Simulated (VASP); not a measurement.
Write the native input for VASP 6.6.1 that does the following.

```yaml
Task: single point
Functional: PBEsol
Potentials_or_basis: VASP PAW PBE potentials, release 64 (Te, Nb_sv)
Cutoff: 520 eV
k_mesh: 8 × 8 × 7
Occupations: fermi-dirac, width 0.05 eV
Spin: no spin polarisation
Dipole_correction: no
Further_INCAR_settings: ALGO = Normal; EDIFF = 1e-06; NBANDS = 16
```

The structure of NbTe lies in POSCAR:

```
NbTe
1.0
    3.7274981105      0.0000000000      0.0000000000
   -1.8637490552      3.2281080563      0.0000000000
    0.0000000000      0.0000000000      3.7186766865
Te Nb
1 1
Direct
    0.6666666667      0.3333333333      0.0000000000
    0.0000000000      0.0000000000      0.5000000000
```

The input as run:

INCAR

```
SYSTEM = NbTe
ALGO = Normal ; EDIFF = 1E-6
ENCUT = 520 ; GGA = PS
ISIF = 2 ; ISMEAR = -1
LASPH = .True. ; LCHARG = .True.
LELF = .True. ; LREAL = .False.
LVHAR = .True. ; LWAVE = .False.
NBANDS = 16 ; NELM = 80
PREC = Accurate ; SIGMA = 0.05
```

KPOINTS

```
k-points
0
Gamma
  8 8 7
  0 0 0
```

Potentials or basis: VASP PAW PBE potentials, release 64 (Te, Nb_sv).

Command:

```console
$ cat potpaw_PBE.64/Te/POTCAR potpaw_PBE.64/Nb_sv/POTCAR > POTCAR
$ mpirun -np 1 vasp_std > vasp.out
```

Results of the run:

| Item | Value |
| --- | --- |
| Pressure | -7.4 GPa |

Caveat: the PAW data sets were made with another functional, which shifts forces and pressure a little.

Run time: 15 s on 1 thread of AMD EPYC 9R45 96-Core Processor (Zen 5), with other jobs on the host, peak memory 0.14 GiB.
